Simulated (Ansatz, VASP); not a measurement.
# Two plane-wave programs on ScAl3N3

```xyz
7
Lattice="4.2918 0.0000 0.0000 0.0000 4.2918 0.0000 0.0000 0.0000 4.2918" Properties=species:S:1:pos:R:3 pbc="T T T"
Sc    0.0000    0.0000    0.0000
Al    0.0000    2.1459    2.1459
Al    2.1459    0.0000    2.1459
Al    2.1459    2.1459    0.0000
N     2.1459    0.0000    0.0000
N     0.0000    2.1459    0.0000
N     0.0000    0.0000    2.1459
```

Alike in both runs: functional PBE; k mesh 4 × 4 × 4; occupations gaussian, width 0.2 eV; no spin polarisation.

Ansatz relaxed the structure, and its values are those at the end. VASP's run is a single point on that final structure, the one shown.

```csv
,VASP,Ansatz
version,VASP 6.6.1,Ansatz 0.2.0
potentials or method,"VASP PAW PBE potentials, release 64 (Sc_sv, Al, N), cutoff 600 eV","scalar-relativistic, plane waves, PAW"
valence electrons in the cell,35,35
```

|  | VASP | Ansatz | Ansatz less VASP |
| --- | --- | --- | --- |
| gap on the k mesh at the Fermi level (eV) | none | none | - |
| pressure (GPa) | -0.4 | -0.7 | -0.29 |

A gap of «none» marks a metal or a gap that the smearing closes.

The k mesh is coarse, so the values compare programs but aren't converged.
